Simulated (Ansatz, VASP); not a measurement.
Ni in VASP and in Ansatz

Contents of INCAR:

```
ALGO     = Normal         # electronic algorithm
EDIFF    = 1E-6           # SCF threshold, eV
ENCUT    = 520            # plane-wave cutoff, eV
GGA      = PE             # functional
GGA_COMPAT= False        
ISIF     = 2              # what is computed and relaxed
ISMEAR   = -1             # smearing method
LASPH    = True           # aspherical terms in the spheres
LCHARG   = False          # write CHGCAR
LMAXMIX  = 4              # l up to which the mixer works
LORBIT   = 11             # projections on sites
LORBMOM  = True         
LREAL    = False          # projectors in reciprocal space
LSORBIT  = True           # spin-orbit coupling
LWAVE    = False          # write WAVECAR
MAGMOM   = 0 0 0.6        # initial moments
NBANDS   = 21             # bands
NELM     = 150            # most SCF steps
PREC     = Accurate       # precision mode
SIGMA    = 0.05           # smearing width, eV
```

File KPOINTS:

```
k-points
0
Gamma
  15 15 15
```

The input POSCAR:

```
Ni
1.0
   -1.3568446506      1.3568446506      1.4390640888
    1.3568446506     -1.3568446506      1.4390640888
    1.3568446506      1.3568446506     -1.4390640888
Ni
1
Direct
    0.0000000000      0.0000000000      0.0000000000
```

Input for Ansatz:

```yaml
crystal:
  lattice:
    - [-1.3568446506, 1.3568446506, 1.4390640888]
    - [1.3568446506, -1.3568446506, 1.4390640888]
    - [1.3568446506, 1.3568446506, -1.4390640888]
  atoms:
    - { symbol: Ni, position: [0.0, 0.0, 0.0], spin: 0.6, spin_axis: [0.0, 0.0, 1.0] }
magnetization:
  noncollinear: true
  spin_orbit: true
kpoints:
  mp_grid: { grid: [15, 15, 15] }
scf:
  occupations: { method: fermi_dirac, width: 0.05 }
  convergence: { dr2_threshold: 1.0e-09 }
  max_iter: 120
  lower_state_search: "off"
hamiltonian:
  xc: pbe
  pseudopotentials: { kind: paw_fr }
output:
  eigenvalues: false
  hubbard: { sites: [{ species: Ni, l: d }] }
  write_density: true
  write_potential: true
  elf: true
  volumetric_format: npy
```

Change from the starting cell: stretched by +4 % along [0.0, 0.0, 1.0] at fixed volume; spin-orbit coupling, moments along 001, PAW files.

Alike in both runs: task single point; functional PBE; k mesh 15 × 15 × 15; occupations fermi-dirac, width 0.05 eV; non-collinear spin, spin-orbit coupling.

```csv
,VASP,Ansatz
version,VASP 6.6.1,Ansatz 0.2.0
potentials or method,"VASP PAW PBE potentials, release 64 (Ni)","PAW with Ansatz's default frozen-core files, fully relativistic files with spin-orbit coupling"
plane-wave cutoff (eV),520,420
valence electrons in the cell,10,18
```

|  | VASP | Ansatz | Ansatz less VASP |
| --- | --- | --- | --- |
| net moment per atom (μB) | 0.53 | 0.55 | +0.021 |

VASP's potentials hold 10 valence electrons a cell and Ansatz's 18, so a difference there can come from the potentials and not from the codes.
